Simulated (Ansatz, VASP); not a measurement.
# One calculation of Ir, two programs

File INCAR:

```
ALGO = Normal ; EDIFF = 1E-6
ENCUT = 520 ; GGA = CA
ISIF = 2 ; ISMEAR = -1
LASPH = True ; LCHARG = False
LREAL = False ; LWAVE = False
NBANDS = 10 ; NELM = 80
PREC = Accurate ; SIGMA = 0.3
```

KPOINTS

```
k-points
0
Gamma
  14 14 14
```

The input POSCAR:

```
Ir
1.0
    0.0000000000      1.9060927672      1.9060927672
    1.9060927672      0.0000000000      1.9060927672
    1.9060927672      1.9060927672      0.0000000000
Ir
1
Direct
    0.0000000000      0.0000000000      0.0000000000
```

Input for Ansatz:

```yaml
crystal:
  lattice:
    - [0.0, 1.9060927672, 1.9060927672]
    - [1.9060927672, 0.0, 1.9060927672]
    - [1.9060927672, 1.9060927672, 0.0]
  atoms:
    - { symbol: Ir, position: [0.0, 0.0, 0.0] }
hamiltonian:
  xc: lda
  pseudopotentials:
    kind: paw
    azcp:
      Ir: "pseudopotentials/Ir.paw.azcp"
basis:
  ecutwfc: 420
  fft_grid_basis: typed
kpoints:
  mp_grid: { grid: [14, 14, 14], shift: [0, 0, 0] }
magnetization:
  spin_polarized: false
scf:
  occupations: { method: fermi_dirac, width: 0.3 }
  lower_state_search: "off"
output:
  stress: true
```

Alike in both runs: task single point; functional LDA; k mesh 14 × 14 × 14; occupations fermi-dirac, width 0.3 eV; no spin polarisation.

|  | VASP | Ansatz |
| --- | --- | --- |
| version | VASP 6.6.1 | Ansatz 0.2.0 |
| potentials or method | VASP PAW LDA potentials, release 64 (Ir), cutoff 520 eV | plane waves (420 eV) with PAW, scalar-relativistic |
| valence electrons in the cell | 9 | 17 |

|  | VASP | Ansatz | Ansatz less VASP |
| --- | --- | --- | --- |
| pressure (GPa) | 5.2 | 2.5 | -2.63 |

Ansatz warns that its potentials were made for another functional, while VASP's fit it. LDA's correlation is that of Perdew and Zunger in VASP and of Perdew and Wang (1992) in Ansatz. VASP's potentials hold 9 valence electrons a cell and Ansatz's 17, so a difference there can come from the potentials and not from the codes.

Spin-orbit coupling is off throughout.
